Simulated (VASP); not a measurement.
# Bi (P6_3/mmc) in VASP: further runs

Bi is run at these levels: PBE; tasks: single point.

Program: VASP 6.6.1. These are calculated values, not measurements. Logs are shortened: lines on timing, memory, paths and dates and some standing lists are left out, and cuts for length are marked.

## Step 1: The cell of the first run

The structure is hexagonal, space group P6_3/mmc (No. 194). Conventional cell: a = 3.525 Å, b = 3.525 Å, c = 11.789 Å, α = 90.00°, β = 90.00°, γ = 120.00°. Within 4.6 Å of Bi (site symmetry -3m) lie 12 Bi at 3.53 to 3.58 Å. Within 4.6 Å of Bi (site symmetry -6m2) lie 12 Bi at 3.53 to 3.58 Å.

This isn't the form of Bi at room conditions, which is rhombohedral.

## Step 2: Single point, PBE

INCAR

```
SYSTEM = Bi
PREC = Accurate
ENCUT = 520
EDIFF = 1E-6
ISMEAR = -1
SIGMA = 0.1
LREAL = .False.
LASPH = .True.
NELM = 80
ALGO = Normal
ISIF = 2
LWAVE = .False.
LCHARG = .False.
GGA = PE
NBANDS = 38
```

KPOINTS

```
regular mesh
0
Gamma
  10 10 3
  0 0 0
```

POSCAR

```
Bi
1.0
    3.5251811388      0.0000000000      0.0000000000
   -1.7625905694      3.0528964191      0.0000000000
    0.0000000000      0.0000000000     11.7891833259
Bi
4
Direct
    1.0000000000      0.0000000000      0.0000000000
    0.0000000000      0.0000000000      0.5000000000
    0.3333333333      0.6666666667      0.2500000000
    0.6666666667      0.3333333333      0.7500000000
```

Potentials or basis: VASP PAW PBE potentials, release 64 (Bi_d).

The run is started by

```
cat potpaw_PBE.64/Bi_d/POTCAR > POTCAR
mpirun -np 1 vasp_std > vasp.out
```

OUTCAR:

```text
SYSTEM = Bi
   PREC = Accurate
   ENCUT = 520
   EDIFF = 1E-6
   ISMEAR = -1
   LREAL = .False.
   LASPH = .True.
   NELM = 80
   ISIF = 2
   GGA = PE

 ion  position               nearest neighbor table
   1  0.000  0.000  0.000-   3 3.58   4 3.58   3 3.58   4 3.58   4 3.58   3 3.58
   2  0.000  0.000  0.500-   3 3.58   4 3.58   3 3.58   4 3.58   4 3.58   3 3.58
   3  0.333  0.667  0.250-   1 3.58   2 3.58   1 3.58   2 3.58   1 3.58   2 3.58
   4  0.667  0.333  0.750-   1 3.58   2 3.58   1 3.58   2 3.58   1 3.58   2 3.58

  LATTYP: Found a hexagonal cell.
 ALAT       =     3.5251811388
 C/A-ratio  =     3.3442773184

  Lattice vectors:

 A1 = (   3.5251811388,   0.0000000000,   0.0000000000)
 A2 = (  -1.7625905694,   3.0528964191,   0.0000000000)
 A3 = (   0.0000000000,   0.0000000000,  11.7891833259)

Analysis of symmetry for initial positions (statically):
=====================================================================
 Subroutine PRICEL returns:
 Original cell was already a primitive cell.

 Routine SETGRP: Setting up the symmetry group for a
 hexagonal supercell.

 Subroutine GETGRP returns: Found 24 space group operations
 (whereof 12 operations were pure point group operations)
 out of a pool of 24 trial point group operations.

The static configuration has the point symmetry D_3d.
 The point group associated with its full space group is D_6h.

Analysis of symmetry for dynamics (positions and initial velocities):
=====================================================================
 Subroutine PRICEL returns:
 Original cell was already a primitive cell.

 Routine SETGRP: Setting up the symmetry group for a
 hexagonal supercell.

 Subroutine GETGRP returns: Found 24 space group operations
 (whereof 12 operations were pure point group operations)
 out of a pool of 24 trial point group operations.

The dynamic configuration has the point symmetry D_3d.
 The point group associated with its full space group is D_6h.

 Subroutine INISYM returns: Found 24 space group operations
 (whereof 12 operations are pure point group operations),
 and found     1 'primitive' translations

----------------------------------------------------------------------------------------

                                     Primitive cell

  volume of cell :     126.8753

  direct lattice vectors                    reciprocal lattice vectors
     3.525181139  0.000000000  0.000000000     0.283673366  0.163778894  0.000000000
    -1.762590569  3.052896419  0.000000000     0.000000000  0.327557789  0.000000000
     0.000000000  0.000000000 11.789183326     0.000000000  0.000000000  0.084823518

  length of vectors
     3.525181139  3.525181139 11.789183326     0.327557789  0.327557789  0.084823518

  position of ions in fractional coordinates (direct lattice)
     0.000000000  0.000000000  0.000000000
     0.000000000  0.000000000  0.500000000
     0.333333333  0.666666667  0.250000000
     0.666666667  0.333333333  0.750000000

  ion indices of the primitive-cell ions
   primitive index   ion index
                 1           1
                 2           2
                 3           3
                 4           4

----------------------------------------------------------------------------------------

 KPOINTS: regular mesh

Automatic generation of k-mesh.
 Grid dimensions read from file:
 generate k-points for:   10   10    3

 Generating k-lattice:

  Cartesian coordinates                     Fractional coordinates (reciprocal lattice)
     0.028367337  0.016377889  0.000000000     0.100000000  0.000000000  0.000000000
     0.000000000  0.032755779  0.000000000     0.000000000  0.100000000  0.000000000
     0.000000000  0.000000000  0.028274506     0.000000000  0.000000000  0.333333333

  Length of vectors
     0.032755779  0.032755779  0.028274506

  Shift w.r.t. Gamma in fractional coordinates (k-lattice)
     0.000000000  0.000000000  0.000000000

 Subroutine IBZKPT returns following result:
 ===========================================

 Found     28 irreducible k-points:

 Following reciprocal coordinates:
            Coordinates               Weight
  0.000000  0.000000  0.000000      1.000000
  0.100000  0.000000  0.000000      6.000000
  0.200000  0.000000  0.000000      6.000000
  0.300000  0.000000  0.000000      6.000000
  0.400000  0.000000  0.000000      6.000000
  0.500000  0.000000  0.000000      3.000000
[... 16 lines left out ...]
  0.300000  0.100000  0.333333     24.000000
  0.400000  0.100000  0.333333     24.000000
 [... further k-points ...]
   k-points           NKPTS =     28   k-points in BZ     NKDIM =     28   number of bands    NBANDS=     38
   number of dos      NEDOS =    301   number of ions     NIONS =      4
   total plane-waves  NPLWV =  70560
   dimension x,y,z NGX =    28 NGY =   28 NGZ =   90
   dimension x,y,z NGXF=    56 NGYF=   56 NGZF=  180
   ions per type =               4
[... 35 lines left out ...]
  Thomas-Fermi vector in A             =   2.408169
   LORBIT       =      0    0 simple, 1 ext, 2 COOP (PROOUT), +10 PAW based schemes
   GGA     = PE    functional components
   LHFCALC =     F    Hartree Fock is set to
   AEXX    =    0.0000 exact exchange contribution
   IVDW    =     0    specifies the selected vdW correction
   LEPSILON=     F    determine dielectric tensor
   LRPA    =     F    only Hartree local field effects (RPA)
 non-spin polarized calculation
  energy-cutoff  :      520.00
  volume of cell :      126.88
 maximum number of plane-waves:      3464
 NGX is ok and might be reduce to    28
   NGX = 13   NGY = 13   NGZ = 43

 number of electron      59.9999992 magnetization

 Free energy of the ion-electron system (eV)
  ---------------------------------------------------
  ext. energy  EPLUGINS =         0.00000000
  ---------------------------------------------------
  free energy    TOTEN  =       -14.97375917 eV

  energy without entropy =      -14.89146663  energy(sigma->0) =      -14.93261290

 E-fermi :   7.7516     XC(G=0): -10.2035

 val. band max:        7.7488616291   @ k =   0.2000   0.2000   0.3333
 cond. band min:       7.7630160773   @ k =   0.3000   0.3000   0.3333
 fundamental gap:      0.0141544481
 Fermi energy:         7.7515754382

 k-point     1 :       0.0000    0.0000    0.0000
  band No.  band energies     occupation
      1     -15.3297      2.00000
      2     -15.3262      2.00000
      3     -15.3195      2.00000
      4     -15.3195      2.00000
      5     -15.3182      2.00000
      6     -15.3182      2.00000
[... 30 lines left out ...]
     37      15.0338      0.00000
     38      15.4157      0.00000

 k-point     2 :       0.1000    0.0000    0.0000
  band No.  band energies     occupation
      1     -15.3306      2.00000
      2     -15.3252      2.00000
      3     -15.3210      2.00000
      4     -15.3206      2.00000
      5     -15.3123      2.00000
      6     -15.3080      2.00000
[... 30 lines left out ...]
     37      15.2377      0.00000
     38      15.7058      0.00000

 k-point     3 :       0.2000    0.0000    0.0000
  band No.  band energies     occupation
      1     -15.3469      2.00000
      2     -15.3339      2.00000
      3     -15.3312      2.00000
      4     -15.3113      2.00000
      5     -15.3079      2.00000
      6     -15.3017      2.00000
[... 30 lines left out ...]
     37      14.0795      0.00000
     38      14.7248      0.00000

 k-point     4 :       0.3000    0.0000    0.0000
  band No.  band energies     occupation
      1     -15.3661      2.00000
      2     -15.3448      2.00000
      3     -15.3443      2.00000
      4     -15.3164      2.00000
      5     -15.3145      2.00000
      6     -15.3060      2.00000
[... 30 lines left out ...]
     37      13.2376      0.00000
     38      13.6743      0.00000
[... 703 lines left out ...]
      4     -15.3148      2.00000
      5     -15.3070      2.00000
      6     -15.3016      2.00000
[... 30 lines left out ...]
     37      14.5991      0.00000
     38      14.7398      0.00000

 k-point    23 :       0.3000    0.1000    0.3333
  band No.  band energies     occupation
      1     -15.3594      2.00000
      2     -15.3517      2.00000
      3     -15.3261      2.00000
      4     -15.3160      2.00000
      5     -15.3133      2.00000
      6     -15.3095      2.00000
[... 30 lines left out ...]
     37      13.7840      0.00000
     38      14.1551      0.00000

 k-point    24 :       0.4000    0.1000    0.3333
  band No.  band energies     occupation
      1     -15.3684      2.00000
      2     -15.3596      2.00000
      3     -15.3314      2.00000
      4     -15.3233      2.00000
      5     -15.3199      2.00000
      6     -15.3158      2.00000
[... 30 lines left out ...]
     37      13.5792      0.00000
     38      13.8314      0.00000

 [... further k-points ...]

------------------------ aborting loop because EDIFF is reached ----------------------------------------

  FORCE on cell =-STRESS in cart. coord.  units (eV):
  Direction    XX          YY          ZZ          XY          YZ          ZX
  --------------------------------------------------------------------------------------
  -------------------------------------------------------------------------------------
  Total       -0.0472297     -0.0472297     -0.0455724      0.0000000     -0.0000000      0.0000000
  in kB       -0.5964154     -0.5964154     -0.5754865      0.0000000     -0.0000000      0.0000000
  external PRESSURE =      -0.5894391 kB  Pullay stress =       0.0000000 kB

 VOLUME and BASIS-vectors are now :
 -----------------------------------------------------------------------------
  energy-cutoff  :      520.00
  volume of cell :      126.88
      direct lattice vectors                 reciprocal lattice vectors
     3.525181139  0.000000000  0.000000000     0.283673366  0.163778894  0.000000000
    -1.762590569  3.052896419  0.000000000     0.000000000  0.327557789  0.000000000
     0.000000000  0.000000000 11.789183326     0.000000000  0.000000000  0.084823518

 POSITION                                       TOTAL-FORCE (eV/Angst)
 -----------------------------------------------------------------------------------
      0.00000      0.00000      0.00000        -0.000000      0.000000     -0.000000
      0.00000      0.00000      5.89459        -0.000000      0.000000     -0.000000
     -0.00000      2.03526      2.94730         0.000000     -0.000000      0.000000
      1.76259      1.01763      8.84189        -0.000000      0.000000     -0.000000
 -----------------------------------------------------------------------------------
    total drift:                                0.000000     -0.000000      0.000000

  FREE ENERGIE OF THE ION-ELECTRON SYSTEM (eV)
  ---------------------------------------------------
  free  energy   TOTEN  =       -14.9737591734 eV

  energy  without entropy=      -14.8914666252  energy(sigma->0) =      -14.93261290
```

Run time: 2 min. Hardware: 1 thread of Intel Xeon Platinum 8259CL at 2.50GHz (Skylake/Cascade Lake), shared host; peak memory 0.28 GiB.

Results:

| Quantity | Value |
| --- | --- |
| Free energy | -14.9738 eV |
| Pressure | -0.1 GPa |
| Band gap on the k mesh | zero (bands 30 and 31 overlap by 5.91 eV) |

Caveat: spin-orbit coupling is left out, which moves the levels of the heavy elements.

## Step 3: Single point, PBE (27.91 Å³/atom)

This run uses another cell than the first one, of 27.91 Å³/atom.

INCAR

```
PREC = Accurate ; ENCUT = 520
EDIFF = 1E-7 ; ISMEAR = -1
SIGMA = 0.1 ; LREAL = False
LASPH = True ; NELM = 100
ALGO = Normal ; ISIF = 2
LWAVE = False ; LCHARG = False
GGA = PE ; NBANDS = 38
```

KPOINTS

```
Automatic mesh
0
Gamma
  12 12 3
```

POSCAR

```
Bi
1.0
    3.3781245816      0.0000000000      0.0000000000
   -1.6890622908      2.9255417048      0.0000000000
    0.0000000000      0.0000000000     11.2973854172
Bi
4
Direct
    1.0000000000      0.0000000000      0.0000000000
    0.0000000000      0.0000000000      0.5000000000
    0.3333333333      0.6666666667      0.2500000000
    0.6666666667      0.3333333333      0.7500000000
```

Potentials or basis: VASP PAW PBE potentials, release 64 (Bi_d).

The run is started by

```
cat potpaw_PBE.64/Bi_d/POTCAR > POTCAR
mpirun -np 1 vasp_std > vasp.out
```

It took 3 min on 1 thread of Intel Xeon Platinum 8259CL at 2.50GHz (Skylake/Cascade Lake), shared host; peak memory 0.29 GiB.

Results (log left out):

| Quantity | Value |
| --- | --- |
| Free energy | -14.6139 eV |
| Pressure | 8.7 GPa |
| Band gap on the k mesh | zero (bands 30 and 31 overlap by 7.13 eV) |

Stress tensor (GPa, compression positive):
```
8.82 0.00 0.00
0.00 8.82 0.00
0.00 0.00 8.50
```

Levels at points of the mesh, in eV from the Fermi level:
| k point | band 28 | band 29 | band 30 | band 31 | band 32 | band 33 |
| --- | --- | --- | --- | --- | --- | --- |
| (0.00, 0.00, 0.00) | 4.12 | 4.12 | 4.91 | 4.91 | 4.92 | 4.92 |
| (0.50, 0.00, 0.00) | -3.84 | -1.73 | -0.89 | 0.55 | 1.66 | 1.83 |

Caveat: the cell stands under pressure; spin-orbit coupling is left out, which moves the levels of the heavy elements.

## Step 4: Single point, PBE (29.18 Å³/atom)

This run uses another cell than the first one, of 29.18 Å³/atom.

INCAR

```
PREC = Accurate
ENCUT = 520
EDIFF = 1E-7
ISMEAR = -1
SIGMA = 0.1
LREAL = False
LASPH = True
NELM = 80
ALGO = Normal
ISIF = 2
LWAVE = False
LCHARG = False
GGA = PE
NBANDS = 38
```

KPOINTS is that of step 3.

POSCAR

```
Bi
1.0
    3.4285517860      0.0000000000      0.0000000000
   -1.7142758930      2.9692129448      0.0000000000
    0.0000000000      0.0000000000     11.4660279730
Bi
4
Direct
    1.0000000000      0.0000000000      0.0000000000
    0.0000000000      0.0000000000      0.5000000000
    0.3333333333      0.6666666667      0.2500000000
    0.6666666667      0.3333333333      0.7500000000
```

The run is started by

```
cat potpaw_PBE.64/Bi_d/POTCAR > POTCAR
mpirun -np 1 vasp_std > vasp.out
```

Run time: 3.3 min. Hardware: 1 thread of Intel Xeon Platinum 8259CL at 2.50GHz (Skylake/Cascade Lake), shared host; peak memory 0.3 GiB.

The run converged. Its results:

```yaml
Free_energy: -14.8326 eV
Pressure: 5.1 GPa
Band_gap_on_the_k_mesh: zero (bands 30 and 31 overlap by 6.75 eV)
```

Stress tensor (GPa, compression positive):
```
5.10 0.00 0.00
0.00 5.10 0.00
0.00 0.00 4.99
```

Levels at points of the mesh, in eV from the Fermi level:
```csv
k point,band 27,band 28,band 29,band 30,band 31,band 32,band 33,band 34
"(0.00, 0.00, 0.00)",-1.32,3.90,3.90,4.64,4.64,4.65,4.65,5.07
"(0.50, 0.00, 0.00)",-4.15,-3.70,-1.63,-0.84,0.54,1.57,1.76,1.77
```

Caveat: the cell stands under pressure; spin-orbit coupling is left out, which moves the levels of the heavy elements.

## Step 5: Single point, PBE (30.45 Å³/atom)

This run uses another cell than the first one, of 30.45 Å³/atom.

INCAR

```
SYSTEM = Bi
ALGO = Normal
EDIFF = 1E-6
ENCUT = 520
GGA = PE
ISIF = 2
ISMEAR = -1
LASPH = .True.
LCHARG = .True.
LELF = .True.
LREAL = .False.
LVHAR = .True.
LWAVE = .False.
NBANDS = 38
NELM = 100
PREC = Accurate
SIGMA = 0.1
```

KPOINTS

```
k-points
0
Gamma
  12 12 3
  0 0 0
```

POSCAR

```
Bi
1.0
    3.4775377155      0.0000000000      0.0000000000
   -1.7387688578      3.0116360042      0.0000000000
    0.0000000000      0.0000000000     11.6298505059
Bi
4
Direct
    1.0000000000      0.0000000000      0.0000000000
    0.0000000000      0.0000000000      0.5000000000
    0.3333333333      0.6666666667      0.2500000000
    0.6666666667      0.3333333333      0.7500000000
```

The run is started by

```
cat potpaw_PBE.64/Bi_d/POTCAR > POTCAR
mpirun -np 1 vasp_std > vasp.out
```

Wall time 2.8 min (1 thread of Intel Xeon Platinum 8259CL at 2.50GHz (Skylake/Cascade Lake), shared host); peak memory 0.31 GiB.

The run converged. Its results:

```
Free energy            : -14.9479 eV
Pressure               : 2.2 GPa
Band gap on the k mesh : zero (bands 30 and 31 overlap by 6.40 eV)
```

Levels at points of the mesh, in eV from the Fermi level:
```csv
k point,band 28,band 29,band 30,band 31,band 32,band 33
"(0.00, 0.00, 0.00)",3.70,3.70,4.39,4.39,4.40,4.40
"(0.50, 0.00, 0.00)",-3.55,-1.53,-0.79,0.54,1.49,1.69
```

Caveat: spin-orbit coupling is left out, which moves the levels of the heavy elements.

## Step 6: Single point, PBE (31.72 Å³/atom)

INCAR

```
SYSTEM = Bi
  ALGO = Normal
  EDIFF = 1E-6
  ENCUT = 520
  GGA = PE
  ISIF = 2
  ISMEAR = -1
  LASPH = .TRUE.
  LCHARG = .FALSE.
  LREAL = .FALSE.
  LWAVE = .FALSE.
  NBANDS = 38
  NELM = 60
  PREC = Accurate
  SIGMA = 0.1
```

KPOINTS

```
k-points
0
G
  12 12 3
  0 0 0
```

POSCAR

```
Bi
1.0
    3.5251811388      0.0000000000      0.0000000000
   -1.7625905694      3.0528964191      0.0000000000
    0.0000000000      0.0000000000     11.7891833259
Bi
4
Direct
    1.0000000000      0.0000000000      0.0000000000
    0.0000000000      0.0000000000      0.5000000000
    0.3333333333      0.6666666667      0.2500000000
    0.6666666667      0.3333333333      0.7500000000
```

Potentials or basis: VASP PAW PBE potentials, release 64 (Bi_d).

The run is started by

```
cat potpaw_PBE.64/Bi_d/POTCAR > POTCAR
mpirun -np 1 vasp_std > vasp.out
```

Wall time 2 min (1 thread of Intel Xeon Platinum 8259CL at 2.50GHz (Skylake/Cascade Lake), shared host); peak memory 0.31 GiB.

It converged, with:

```
Free energy            : -14.9810 eV
Pressure               : -0.2 GPa
Band gap on the k mesh : zero (bands 30 and 31 overlap by 6.08 eV)
```

Stress tensor (GPa, compression positive):
```
-0.23  0.00  0.00
 0.00 -0.23  0.00
 0.00  0.00  0.00
```

Levels at points of the mesh, in eV from the Fermi level:
| k point | band 27 | band 28 | band 29 | band 30 | band 31 | band 32 | band 33 | band 34 |
| --- | --- | --- | --- | --- | --- | --- | --- | --- |
| (0.00, 0.00, 0.00) | -1.29 | 3.51 | 3.51 | 4.16 | 4.16 | 4.17 | 4.17 | 4.54 |
| (0.50, 0.00, 0.00) | -3.84 | -3.42 | -1.44 | -0.74 | 0.53 | 1.41 | 1.62 | 1.63 |

Caveat: spin-orbit coupling is left out, which moves the levels of the heavy elements.

## Step 7: Summary

| cell | k mesh | gap on the mesh (eV) | pressure (GPa) |
| --- | --- | --- | --- |
| a = 3.525, b = 3.525, c = 11.789 Å, angles 90.0, 90.0, 120.0°, 4 atoms | 10 × 10 × 3 | none | -0.1 |
| a = 3.378, b = 3.378, c = 11.297 Å, angles 90.0, 90.0, 120.0°, 4 atoms | 12 × 12 × 3 | none | 8.7 |
| a = 3.429, b = 3.429, c = 11.466 Å, angles 90.0, 90.0, 120.0°, 4 atoms | 12 × 12 × 3 | none | 5.1 |
| a = 3.478, b = 3.478, c = 11.630 Å, angles 90.0, 90.0, 120.0°, 4 atoms | 12 × 12 × 3 | none | 2.2 |
| a = 3.525, b = 3.525, c = 11.789 Å, angles 90.0, 90.0, 120.0°, 4 atoms | 12 × 12 × 3 | none | -0.2 |

Alike in all rows: task single point; level PBE; potentials or basis VASP PAW PBE potentials, release 64 (Bi_d); no spin polarisation; cutoff (eV) 520; smearing fermi-dirac 0.1 eV.

Caveats: spin-orbit coupling is left out, which moves the levels of the heavy elements; the cell stands under pressure (at least some runs).

Absolute energies hang on the potentials; compare differences alone.

The gap in the log of VASP goes by the Fermi energy; the results here count the filled bands.